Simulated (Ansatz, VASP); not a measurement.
**Two plane-wave programs on Sc2Al**

File INCAR:

```
PREC = Accurate
ENCUT = 520
EDIFF = 1E-7
ISMEAR = 0
SIGMA = 0.15
LREAL = False
LASPH = True
NELM = 80
ALGO = Fast
ISIF = 2
LWAVE = False
LCHARG = False
GGA = PS
NBANDS = 34
```

The input KPOINTS:

```
Automatic mesh
0
Gamma
  12 12 8
```

The input POSCAR:

```
Sc2Al
1.0
    4.9721714466      0.0000000000      0.0000000000
   -2.4860857233      4.3060267847      0.0000000000
    0.0000000000      0.0000000000      5.9333150372
Sc Al
4 2
Direct
    0.0000000000      0.0000000000      0.0000000000
    0.0000000000      0.0000000000      0.5000000000
    0.3333333333      0.6666666667      0.7500000000
    0.6666666667      0.3333333333      0.2500000000
    0.3333333333      0.6666666667      0.2500000000
    0.6666666667      0.3333333333      0.7500000000
```

Input for Ansatz:

```yaml
crystal:
  lattice:
    - [4.9721714466, 0.0, 0.0]
    - [-2.4860857233, 4.3060267847, 0.0]
    - [0.0, 0.0, 5.9333150372]
  atoms:
    - { symbol: Sc, position: [0.0, 0.0, 0.0] }
    - { symbol: Sc, position: [0.0, 0.0, 0.5] }
    - { symbol: Sc, position: [0.3333333333, 0.6666666667, 0.75] }
    - { symbol: Sc, position: [0.6666666667, 0.3333333333, 0.25] }
    - { symbol: Al, position: [0.3333333333, 0.6666666667, 0.25] }
    - { symbol: Al, position: [0.6666666667, 0.3333333333, 0.75] }
basis:
  ecutwfc: 420
kpoints:
  mp_grid: { grid: [12, 12, 8] }
hamiltonian:
  xc: pbesol
scf:
  occupations: { method: gaussian, width: 0.15 }
output:
  forces: true
  stress: true
  eigenvalues: true
```

Change from the starting cell: strain +0.025 along x and y, -0.025 along z, atoms carried along.

Alike in both runs: task single point; functional PBEsol; k mesh 12 × 12 × 8; occupations gaussian, width 0.15 eV; no spin polarisation.

```csv
,VASP,Ansatz
version,VASP 6.6.1,Ansatz 0.2.0
potentials or method,"VASP PAW PBE potentials, release 64 (Sc_sv, Al), cutoff 520 eV","scalar-relativistic, plane waves, PAW"
valence electrons in the cell,50,50
```

Ansatz gave:

* gap on the k mesh at the Fermi level (eV): none
* pressure (GPa): -1.9
* traceless stress, the component that is largest in VASP (GPa): 4.42

Estimate VASP's values.

gap on the k mesh at the Fermi level (eV): none; pressure (GPa): -1.8; traceless stress, the component that is largest in VASP (GPa): 4.41.

VASP's potentials were made for PBE, not for PBEsol. A gap of «none» marks a metal or a gap that the smearing closes.
